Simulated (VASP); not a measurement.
## HgTe: single point with r2SCAN

Crystal: HgTe.

```
Hg Te
1.0
     0.00000    3.06751    3.06751
     3.06751    0.00000    3.06751
     3.06751    3.06751    0.00000
Hg Te
1 1
Direct
  0.00000 0.00000 0.00000
  0.50000 0.50000 0.50000
```

```json
{
 "Program": "VASP 6.6.1",
 "Task": "single point",
 "Functional": "r2SCAN",
 "Potentials or basis": "VASP PAW PBE potentials, release 64 (Hg, Te)",
 "Cutoff": "520 eV",
 "k mesh": "10 × 10 × 10",
 "Occupations": "fermi-dirac, width 0.1 eV",
 "Spin": "no spin polarisation",
 "Dipole correction": "no",
 "Further INCAR settings": "ALGO = Normal; EDIFF = 1e-06; NBANDS = 16"
}
```

```json
{
  "Pressure": "-0.9 GPa",
  "Band gap on the k mesh": "zero (band 9 reaches 4.25 eV, above the bottom of band 10 at 1.72 eV)"
}
```

Levels at points of the mesh, in eV from the Fermi level:
```tsv
k point	band 5	band 6	band 7	band 8	band 9	band 10	band 11	band 12	band 13	band 14
(0.00, 0.00, 0.00)	-6.85	-6.85	-0.73	-0.73	-0.73	-0.69	8.09	8.09	8.09	8.26
(0.50, 0.00, 0.00)	-6.69	-6.69	-5.61	0.25	0.25	3.10	3.88	4.32	4.32	10.96
(0.50, 0.50, 0.00)	-6.62	-6.01	-4.25	-2.64	-2.28	-2.28	5.24	9.71	9.71	10.26
```

It took 49 s on 1 thread of Intel(R) Xeon(R) 6975P-C (Granite Rapids), on a shared host, peak memory 0.21 GiB.

Caveat: the PAW data sets were made with another functional, which shifts forces and pressure a little; spin-orbit coupling is left out, which moves the levels of the heavy elements.
